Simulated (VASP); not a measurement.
# C (Fd-3m) in VASP: a series of runs

The runs below take C through single point, with PBE, HSE06, PBE0.

Program: VASP 6.6.1. These are calculated values, not measurements. Logs are shortened: lines on timing, memory, paths and dates and some standing lists are left out, and cuts for length are marked.

## (1) The cell of the first run

It takes space group Fd-3m (No. 227, cubic). The conventional cell has a = 3.567 Å, b = 3.567 Å, c = 3.567 Å, α = 90.00°, β = 90.00°, γ = 90.00°. C (site symmetry -43m) has 4 C at 1.54 Å within 2.1 Å.

## (2) Single point, PBE

INCAR reads:

```
PREC = Accurate ; ENCUT = 520
EDIFF = 1E-7 ; ISMEAR = -1
SIGMA = 0.05 ; LREAL = F
LASPH = T ; NELM = 80
ALGO = Normal ; ISIF = 2
LWAVE = F ; LCHARG = F
GGA = PE ; NBANDS = 11
```

KPOINTS reads:

```
Automatic mesh
0
Gamma
  8 8 8
```

POSCAR reads:

```
C
1.0
    0.0000000000      1.7833700000      1.7833700000
    1.7833700000      0.0000000000      1.7833700000
    1.7833700000      1.7833700000      0.0000000000
C
2
Direct
    0.7500000000      0.7500000000      0.7500000000
    0.5000000000      0.5000000000      0.5000000000
```

Potentials or basis: VASP PAW PBE potentials, release 64 (C).

Run with:

```bash
$ cat potpaw_PBE.64/C/POTCAR > POTCAR
$ mpirun -np 1 vasp_std > vasp.out
```

OUTCAR:

```text
PREC = Accurate
   ENCUT = 520
   EDIFF = 1E-7
   ISMEAR = -1
   LREAL = F
   LASPH = T
   NELM = 80
   ISIF = 2
   GGA = PE

 ion  position               nearest neighbor table
   1  0.750  0.750  0.750-   2 1.54   2 1.54   2 1.54   2 1.54
   2  0.500  0.500  0.500-   1 1.54   1 1.54   1 1.54   1 1.54

  LATTYP: Found a face centered cubic cell.
 ALAT       =     3.5667400000

  Lattice vectors:

 A1 = (   0.0000000000,   1.7833700000,   1.7833700000)
 A2 = (   1.7833700000,   0.0000000000,   1.7833700000)
 A3 = (   1.7833700000,   1.7833700000,   0.0000000000)

Analysis of symmetry for initial positions (statically):
=====================================================================
 Subroutine PRICEL returns:
 Original cell was already a primitive cell.

 Routine SETGRP: Setting up the symmetry group for a
 face centered cubic supercell.

 Subroutine GETGRP returns: Found 48 space group operations
 (whereof 24 operations were pure point group operations)
 out of a pool of 48 trial point group operations.

The static configuration has the point symmetry T_d .
 The point group associated with its full space group is O_h .

Analysis of symmetry for dynamics (positions and initial velocities):
=====================================================================
 Subroutine PRICEL returns:
 Original cell was already a primitive cell.

 Routine SETGRP: Setting up the symmetry group for a
 face centered cubic supercell.

 Subroutine GETGRP returns: Found 48 space group operations
 (whereof 24 operations were pure point group operations)
 out of a pool of 48 trial point group operations.

The dynamic configuration has the point symmetry T_d .
 The point group associated with its full space group is O_h .

 Subroutine INISYM returns: Found 48 space group operations
 (whereof 24 operations are pure point group operations),
 and found     1 'primitive' translations

----------------------------------------------------------------------------------------

                                     Primitive cell

  volume of cell :      11.3437

  direct lattice vectors                    reciprocal lattice vectors
     0.000000000  1.783370000  1.783370000    -0.280368067  0.280368067  0.280368067
     1.783370000  0.000000000  1.783370000     0.280368067 -0.280368067  0.280368067
     1.783370000  1.783370000  0.000000000     0.280368067  0.280368067 -0.280368067

  length of vectors
     2.522066041  2.522066041  2.522066041     0.485611737  0.485611737  0.485611737

  position of ions in fractional coordinates (direct lattice)
     0.750000000  0.750000000  0.750000000
     0.500000000  0.500000000  0.500000000

  ion indices of the primitive-cell ions
   primitive index   ion index
                 1           1
                 2           2

----------------------------------------------------------------------------------------

 KPOINTS: Automatic mesh

Automatic generation of k-mesh.
 Grid dimensions read from file:
 generate k-points for:    8    8    8

 Generating k-lattice:

  Cartesian coordinates                     Fractional coordinates (reciprocal lattice)
    -0.035046008  0.035046008  0.035046008     0.125000000  0.000000000  0.000000000
     0.035046008 -0.035046008  0.035046008     0.000000000  0.125000000  0.000000000
     0.035046008  0.035046008 -0.035046008     0.000000000  0.000000000  0.125000000

  Length of vectors
     0.060701467  0.060701467  0.060701467

  Shift w.r.t. Gamma in fractional coordinates (k-lattice)
     0.000000000  0.000000000  0.000000000

 Subroutine IBZKPT returns following result:
 ===========================================

 Found     29 irreducible k-points:

 Following reciprocal coordinates:
            Coordinates               Weight
  0.000000  0.000000  0.000000      1.000000
  0.125000  0.000000  0.000000      8.000000
  0.250000  0.000000  0.000000      8.000000
  0.375000  0.000000  0.000000      8.000000
  0.500000  0.000000  0.000000      4.000000
  0.125000  0.125000  0.000000      6.000000
[... 16 lines left out ...]
  0.500000  0.250000  0.125000     48.000000
 -0.375000  0.250000  0.125000     24.000000
 [... further k-points ...]
   k-points           NKPTS =     29   k-points in BZ     NKDIM =     29   number of bands    NBANDS=     11
   number of dos      NEDOS =    301   number of ions     NIONS =      2
   total plane-waves  NPLWV =   8000
   dimension x,y,z NGX =    20 NGY =   20 NGZ =   20
   dimension x,y,z NGXF=    40 NGYF=   40 NGZF=   40
   ions per type =               2
   NGX,Y,Z   is equivalent  to a cutoff of  13.18, 13.18, 13.18 a.u.
   NGXF,Y,Z  is equivalent  to a cutoff of  26.37, 26.37, 26.37 a.u.
 SYSTEM =  unknown system
   PREC   = accura    normal or accurate (medium, high low for compatibility)
   ISTART =      0    job   : 0-new  1-cont  2-samecut
   ICHARG =      2    charge: 1-file 2-atom 10-const
   ISPIN  =      1    spin polarized calculation?
   LNONCOLLINEAR =      F non collinear calculations
   LSORBIT =      F    spin-orbit coupling
   LASPH  =      T    aspherical Exc in radial PAW
   ENCUT  =  520.0 eV  38.22 Ry    6.18 a.u.   4.69  4.69  4.69*2*pi/ulx,y,z
   NELM   =     80;   NELMIN=  2; NELMDL= -5     # of ELM steps
   EDIFF  = 0.1E-06   stopping-criterion for ELM
   LREAL  =      F    real-space projection
   EDIFFG = 0.1E-05   stopping-criterion for IOM
   NSW    =      0    number of steps for IOM
   IBRION =     -1    ionic relax: 0-MD 1-quasi-New 2-CG
   NFREE  =      0    steps in history (QN), initial steepest desc. (CG)
   ISIF   =      2    stress and relaxation
   ISYM   =      2    0-nonsym 1-usesym 2-fastsym
   POTIM  = 0.5000    time-step for ionic-motion
   TEBEG  =    0.0;   TEEND  =   0.0 temperature during run
   PSTRESS=    0.0 pullay stress
   NELECT =       8.0000    total number of electrons
   NUPDOWN=      -1.0000    fix difference up-down
   EMIN   =  10.00;   EMAX   =-10.00  energy-range for DOS
   EFERMI =   0.00;   METHOD = LEGACY
   ISMEAR =    -1;   SIGMA  =   0.05  broadening in eV -4-tet -1-fermi 0-gaus
   EFERMI_NEDOS =   21; number of points for ismear=-14 and -15
   IALGO  =     38    algorithm
   IMIX   =      4    mixing-type and parameters
     AMIX     =   0.40;   BMIX     =  1.00
     AMIX_MAG =   1.60;   BMIX_MAG =  1.00
  volume/ion in A,a.u.               =       5.67        38.28
  Fermi-wavevector in a.u.,A,eV,Ry     =   1.457203  2.753714 28.891161  2.123440
  Thomas-Fermi vector in A             =   2.574032
   LORBIT       =      0    0 simple, 1 ext, 2 COOP (PROOUT), +10 PAW based schemes
   GGA     = PE    functional components
   LHFCALC =     F    Hartree Fock is set to
   AEXX    =    0.0000 exact exchange contribution
   IVDW    =     0    specifies the selected vdW correction
   LEPSILON=     F    determine dielectric tensor
   LRPA    =     F    only Hartree local field effects (RPA)
 non-spin polarized calculation
  energy-cutoff  :      520.00
  volume of cell :       11.34
 maximum number of plane-waves:       314
   NGX =  9   NGY =  9   NGZ =  9

 number of electron       7.9999999 magnetization

 Free energy of the ion-electron system (eV)
  ---------------------------------------------------
  ext. energy  EPLUGINS =         0.00000000
  ---------------------------------------------------
  free energy    TOTEN  =       -18.18444300 eV

  energy without entropy =      -18.18444300  energy(sigma->0) =      -18.18444300

 E-fermi :  10.7452     XC(G=0): -13.2507

 val. band max:        9.7305079353   @ k =   0.0000   0.0000   0.0000
 cond. band min:      13.8627007375   @ k =   0.3750   0.3750   0.0000
 fundamental gap:      4.1321928022
 Fermi energy:        10.7452369936

 k-point     1 :       0.0000    0.0000    0.0000
  band No.  band energies     occupation
      1     -11.7470      2.00000
      2       9.7305      2.00000
      3       9.7305      2.00000
      4       9.7305      2.00000
      5      15.3202      0.00000
      6      15.3202      0.00000
      7      15.3202      0.00000
      8      23.0624      0.00000
      9      29.0242      0.00000
     10      36.2646      0.00000
     11      36.2646      0.00000

 k-point     2 :       0.1250    0.0000    0.0000
  band No.  band energies     occupation
      1     -11.3147      2.00000
      2       7.3155      2.00000
      3       9.0780      2.00000
      4       9.0780      2.00000
      5      16.1789      0.00000
      6      16.1789      0.00000
      7      16.6060      0.00000
      8      23.4305      0.00000
      9      29.6749      0.00000
     10      33.2092      0.00000
     11      33.2092      0.00000

 k-point     3 :       0.2500    0.0000    0.0000
  band No.  band energies     occupation
      1     -10.0314      2.00000
      2       3.1392      2.00000
      3       7.9847      2.00000
      4       7.9847      2.00000
      5      17.5195      0.00000
      6      17.5195      0.00000
      7      17.8760      0.00000
      8      24.3677      0.00000
      9      30.4432      0.00000
     10      32.1268      0.00000
     11      32.1268      0.00000

 k-point     4 :       0.3750    0.0000    0.0000
  band No.  band energies     occupation
      1      -7.9653      2.00000
      2      -0.9424      2.00000
      3       7.2028      2.00000
      4       7.2028      2.00000
      5      18.1156      0.00000
      6      18.1156      0.00000
      7      18.4280      0.00000
      8      25.1961      0.00000
      9      30.8935      0.00000
     10      33.7362      0.00000
     11      33.7362      0.00000
[... 239 lines left out ...]
 k-point    22 :       0.3750    0.2500    0.1250
  band No.  band energies     occupation
      1      -8.9058      2.00000
      2       3.2213      2.00000
      3       4.2290      2.00000
      4       6.8433      2.00000
      5      16.3032      0.00000
      6      19.7724      0.00000
      7      21.3065      0.00000
      8      21.4831      0.00000
      9      30.3993      0.00000
     10      31.3191      0.00000
     11      35.4385      0.00000

 k-point    23 :       0.5000    0.2500    0.1250
  band No.  band energies     occupation
      1      -6.8801      2.00000
      2      -0.1149      2.00000
      3       3.4522      2.00000
      4       5.6493      2.00000
      5      17.6975      0.00000
      6      19.3674      0.00000
      7      22.1254      0.00000
      8      23.0775      0.00000
      9      29.9163      0.00000
     10      32.0499      0.00000
     11      35.8811      0.00000

 k-point    24 :      -0.3750    0.2500    0.1250
  band No.  band energies     occupation
      1      -4.9598      2.00000
      2      -2.6324      2.00000
      3       3.4177      2.00000
      4       5.0427      2.00000
      5      18.0295      0.00000
      6      19.1792      0.00000
      7      22.7838      0.00000
      8      24.5984      0.00000
      9      28.0564      0.00000
     10      33.6477      0.00000
     11      36.0671      0.00000

 [... further k-points ...]
[... 5 lines left out ...]
  --------------------------------------------------------------------------------------
  -------------------------------------------------------------------------------------
  Total        0.1742630      0.1742630      0.1742630      0.0000000      0.0000000      0.0000000
  in kB       24.6128203     24.6128203     24.6128203      0.0000000      0.0000000      0.0000000
  external PRESSURE =      24.6128203 kB  Pullay stress =       0.0000000 kB

 VOLUME and BASIS-vectors are now :
 -----------------------------------------------------------------------------
  energy-cutoff  :      520.00
  volume of cell :       11.34
      direct lattice vectors                 reciprocal lattice vectors
     0.000000000  1.783370000  1.783370000    -0.280368067  0.280368067  0.280368067
     1.783370000  0.000000000  1.783370000     0.280368067 -0.280368067  0.280368067
     1.783370000  1.783370000  0.000000000     0.280368067  0.280368067 -0.280368067

 POSITION                                       TOTAL-FORCE (eV/Angst)
 -----------------------------------------------------------------------------------
      2.67505      2.67505      2.67505        -0.000000     -0.000000     -0.000000
      1.78337      1.78337      1.78337         0.000000      0.000000      0.000000
 -----------------------------------------------------------------------------------
    total drift:                                0.000000     -0.000000      0.000000

  FREE ENERGIE OF THE ION-ELECTRON SYSTEM (eV)
  ---------------------------------------------------
  free  energy   TOTEN  =       -18.1844429961 eV

  energy  without entropy=      -18.1844429961  energy(sigma->0) =      -18.18444300
```

It took 8.6 s on 1 thread of AMD EPYC 7R13, shared host; peak memory 0.09 GiB.

Results:

- Free energy: -18.1844 eV
- Pressure: 2.5 GPa
- Band gap on the k mesh: 4.13 eV, indirect (least direct gap 5.59 eV)

A k mesh can miss the band edges. Expect the measured gap to be larger: semilocal functionals such as PBE lack the derivative discontinuity.

## (3) Single point, HSE06

POSCAR is that of step 2.

INCAR.step1 reads:

```
SYSTEM = C
ALGO = Normal ; EDIFF = 1E-5
ENCUT = 520 ; GGA = PE
ISIF = 2 ; ISMEAR = -1
LASPH = .TRUE. ; LREAL = .FALSE.
LWAVE = .TRUE. ; NBANDS = 11
NELM = 60 ; PREC = Accurate
SIGMA = 0.05
```

INCAR.step2 reads:

```
SYSTEM = C
ALGO = Normal ; EDIFF = 1E-6
ENCUT = 520 ; GGA = PE
HFSCREEN = 0.2079 ; ISIF = 2
ISMEAR = -1 ; ISTART = 1
LASPH = .TRUE. ; LCHARG = .TRUE.
LELF = .TRUE. ; LHFCALC = .TRUE.
LREAL = .FALSE. ; LVHAR = .TRUE.
LWAVE = .FALSE. ; NBANDS = 11
NELM = 60 ; PREC = Accurate
PRECFOCK = Normal ; SIGMA = 0.05
```

KPOINTS reads:

```
k-points
0
G
  8 8 8
  0 0 0
```

Potentials or basis: VASP PAW PBE potentials, release 64 (C).

Run with:

```bash
$ cat potpaw_PBE.64/C/POTCAR > POTCAR
$ cp INCAR.step1 INCAR
$ mpirun -np 1 vasp_std > vasp.out
$ cp INCAR.step2 INCAR
$ mpirun -np 1 vasp_std > vasp.out
```

OUTCAR:

```text
SYSTEM = C
   EDIFF = 1E-6
   ENCUT = 520
   GGA = PE
   HFSCREEN = 0.2079
   ISIF = 2
   ISMEAR = -1
   ISTART = 1
   LASPH = .TRUE.
   LHFCALC = .TRUE.
   LREAL = .FALSE.
   NELM = 60
   PREC = Accurate
   PRECFOCK = Normal

 ion  position               nearest neighbor table
   1  0.750  0.750  0.750-   2 1.54   2 1.54   2 1.54   2 1.54
   2  0.500  0.500  0.500-   1 1.54   1 1.54   1 1.54   1 1.54

  LATTYP: Found a face centered cubic cell.
 ALAT       =     3.5667400000

[... 523 lines left out ...]
      4       4.0129      2.00000
      5      18.8385      0.00000
      6      20.1593      0.00000
      7      24.1769      0.00000
      8      26.0730      0.00000
      9      29.1191      0.00000
     10      35.3807      0.00000
     11      37.4415      0.00000

 [... further k-points ...]
[... 5 lines left out ...]
  --------------------------------------------------------------------------------------
  -------------------------------------------------------------------------------------
  Total       -0.5185802     -0.5185802     -0.5185802     -0.0000000      0.0000000      0.0000000
  in kB      -73.2440133    -73.2440133    -73.2440133     -0.0000000      0.0000000      0.0000000
  external PRESSURE =     -73.2440133 kB  Pullay stress =       0.0000000 kB

 VOLUME and BASIS-vectors are now :
 -----------------------------------------------------------------------------
  energy-cutoff  :      520.00
  volume of cell :       11.34
      direct lattice vectors                 reciprocal lattice vectors
     0.000000000  1.783370000  1.783370000    -0.280368067  0.280368067  0.280368067
     1.783370000  0.000000000  1.783370000     0.280368067 -0.280368067  0.280368067
     1.783370000  1.783370000  0.000000000     0.280368067  0.280368067 -0.280368067

 POSITION                                       TOTAL-FORCE (eV/Angst)
 -----------------------------------------------------------------------------------
      2.67505      2.67505      2.67505        -0.000000     -0.000000     -0.000000
      1.78337      1.78337      1.78337         0.000000      0.000000      0.000000
 -----------------------------------------------------------------------------------
    total drift:                                0.000000     -0.000000      0.000000

  FREE ENERGIE OF THE ION-ELECTRON SYSTEM (eV)
  ---------------------------------------------------
  free  energy   TOTEN  =       -21.0485677040 eV

  energy  without entropy=      -21.0485677040  energy(sigma->0) =      -21.04856770
```

OUTCAR.step1:

```text
SYSTEM = C
   EDIFF = 1E-5
   ENCUT = 520
   GGA = PE
   ISIF = 2
   ISMEAR = -1
[... 558 lines left out ...]
 -----------------------------------------------------------------------------------
      2.67505      2.67505      2.67505         0.000000      0.000000      0.000000
      1.78337      1.78337      1.78337        -0.000000     -0.000000     -0.000000
 -----------------------------------------------------------------------------------
    total drift:                                0.000000     -0.000000      0.000000

  FREE ENERGIE OF THE ION-ELECTRON SYSTEM (eV)
  ---------------------------------------------------
  free  energy   TOTEN  =       -18.1844429950 eV

  energy  without entropy=      -18.1844429950  energy(sigma->0) =      -18.18444300
```

It took 29 min on 1 thread of AMD EPYC 7R13, shared host; peak memory 0.19 GiB.

What came out:

```yaml
Free_energy: -21.0486 eV
Pressure: -7.3 GPa
Band_gap_on_the_k_mesh: 5.28 eV, indirect (least direct gap 6.97 eV)
```

Caveat: the PAW data sets were made with another functional, which shifts forces and pressure a little.

## (4) Single point, PBE0

POSCAR is that of step 3.

INCAR.step1 reads:

```
PREC     = Accurate       # precision mode
ENCUT    = 520            # plane-wave cutoff, eV
EDIFF    = 1E-5           # SCF threshold, eV
ISMEAR   = -1             # smearing method
SIGMA    = 0.05           # smearing width, eV
LREAL    = F              # projectors in reciprocal space
LASPH    = T              # aspherical terms in the spheres
NELM     = 80             # most SCF steps
ALGO     = Normal         # electronic algorithm
ISIF     = 2              # what is computed and relaxed
LWAVE    = T              # write WAVECAR
NBANDS   = 11             # bands
GGA      = PE             # functional
```

INCAR.step2 reads:

```
PREC     = Accurate       # precision mode
ENCUT    = 520            # plane-wave cutoff, eV
EDIFF    = 1E-7           # SCF threshold, eV
ISMEAR   = -1             # smearing method
SIGMA    = 0.05           # smearing width, eV
LREAL    = F              # projectors in reciprocal space
LASPH    = T              # aspherical terms in the spheres
NELM     = 80             # most SCF steps
ALGO     = Normal         # electronic algorithm
ISIF     = 2              # what is computed and relaxed
LWAVE    = F              # write WAVECAR
LCHARG   = T              # write CHGCAR
GGA      = PE             # functional
LHFCALC  = T              # exact exchange
AEXX     = 0.25           # exact-exchange fraction
PRECFOCK = Normal       
LELF     = T              # ELF
LVHAR    = T            
NBANDS   = 11             # bands
ISTART   = 1
```

KPOINTS reads:

```
Automatic mesh
0
Gamma
  8 8 8
```

Run with:

```bash
$ cat potpaw_PBE.64/C/POTCAR > POTCAR
$ cp INCAR.step1 INCAR
$ mpirun -np 1 vasp_std > vasp.out
$ cp INCAR.step2 INCAR
$ mpirun -np 1 vasp_std > vasp.out
```

Wall time 32 min (1 thread of AMD EPYC 7R13, shared host); peak memory 0.1 GiB.

The run converged. Its results:

* Free energy: -22.1289 eV
* Pressure: -7.5 GPa
* Band gap on the k mesh: 6.04 eV, indirect (least direct gap 7.71 eV)

Levels at points of the mesh, in eV from the valence-band top:
```csv
k point,band 2,band 3,band 4,band 5,band 6,band 7
"(0.00, 0.00, 0.00)",0.00,0.00,0.00,7.71,7.71,7.71
"(0.50, 0.00, 0.00)",-14.67,-3.09,-3.09,10.79,10.79,11.11
"(0.50, 0.50, 0.00)",-14.12,-6.90,-6.90,6.68,6.68,20.00
```

Caveat: the PAW data sets were made with another functional, which shifts forces and pressure a little. A k mesh can miss the band edges.

## (5) The runs side by side

| level | grid for exact exchange (PRECFOCK) | screening parameter | gap on the mesh (eV) | pressure (GPa) |
| --- | --- | --- | --- | --- |
| PBE | - | - | 4.13 | 2.5 |
| HSE06 | Normal | 0.2079 1/Å | 5.28 | -7.3 |
| PBE0 | Normal | - | 6.04 | -7.5 |

Alike in all rows: task single point; potentials or basis VASP PAW PBE potentials, release 64 (C); no spin polarisation; cell as given; k mesh 8 × 8 × 8; cutoff (eV) 520; smearing fermi-dirac 0.05 eV.

On the cell as given the gap runs from 4.13 eV (PBE) to 6.04 eV (PBE0). The pressure there spans -7.5 GPa (PBE0) to 2.5 GPa (PBE); a positive pressure means that this level wants a larger cell, a negative one a smaller.

Caveats: the PAW data sets were made with another functional, which shifts forces and pressure a little (some runs).

Absolute energies hang on the potentials; compare differences alone.
